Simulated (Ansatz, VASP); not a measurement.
**MgTl: VASP beside Ansatz**

Contents of INCAR:

```
SYSTEM = MgTl
  PREC = Accurate
  ENCUT = 520
  EDIFF = 1E-6
  ISMEAR = -1
  SIGMA = 0.05
  LREAL = .FALSE.
  LASPH = .TRUE.
  NELM = 80
  ALGO = Normal
  ISIF = 2
  LWAVE = .FALSE.
  LCHARG = .FALSE.
  NBANDS = 14
```

File KPOINTS:

```
Automatic mesh
0
G
  9 9 9
  0 0 0
```

File POSCAR:

```
MgTl
1.0
    3.5607955052      0.0000000000      0.0000000000
    0.0000000000      3.5607955052      0.0000000000
    0.0000000000      0.0000000000      3.5607955052
Mg Tl
1 1
Direct
    0.0000000000      0.0000000000      0.0000000000
    0.5000000000      0.5000000000      0.5000000000
```

Input for Ansatz:

```yaml
crystal:
  lattice:
    - [3.5607955052, 0.0, 0.0]
    - [0.0, 3.5607955052, 0.0]
    - [0.0, 0.0, 3.5607955052]
  atoms:
    - { symbol: Mg, position: [0.0, 0.0, 0.0] }
    - { symbol: Tl, position: [0.5, 0.5, 0.5] }
kpoints:
  mp_grid: { grid: [9, 9, 9] }
  band_path:
    path:
      - [0.0, 0.0, 0.0]
      - [0.0, 0.5, 0.0]
      - [0.5, 0.5, 0.0]
      - [0.0, 0.0, 0.0]
      - [0.5, 0.5, 0.5]
      - [0.0, 0.5, 0.0]
      - [0.5, 0.5, 0.5]
      - [0.5, 0.5, 0.0]
    npoints: 5
scf:
  occupations: { method: fermi_dirac, width: 0.05 }
hamiltonian:
  xc: lda
  pseudopotentials: { kind: all_electron, lapw: { basis_error: 0.0005 } }
output:
  forces: true
  stress: true
  eigenvalues: true
```

Change from the starting cell: volume scaled by 0.94.

Alike in both runs: task single point; functional LDA; k mesh 9 × 9 × 9; occupations fermi-dirac, width 0.05 eV; no spin polarisation.

|  | VASP | Ansatz |
| --- | --- | --- |
| version | VASP 6.6.1 | Ansatz 0.2.0 |
| potentials or method | VASP PAW LDA potentials, release 64 (Mg, Tl_d), cutoff 520 eV | all-electron LAPW, scalar-relativistic |

```tsv
	VASP	Ansatz	Ansatz less VASP
pressure (GPa)	-0.2	0.1	+0.30
```

LDA's correlation is that of Perdew and Zunger in VASP and of Perdew and Wang (1992) in Ansatz. Ansatz ran all-electron here, and VASP with PAW potentials.

Spin-orbit coupling is off throughout.
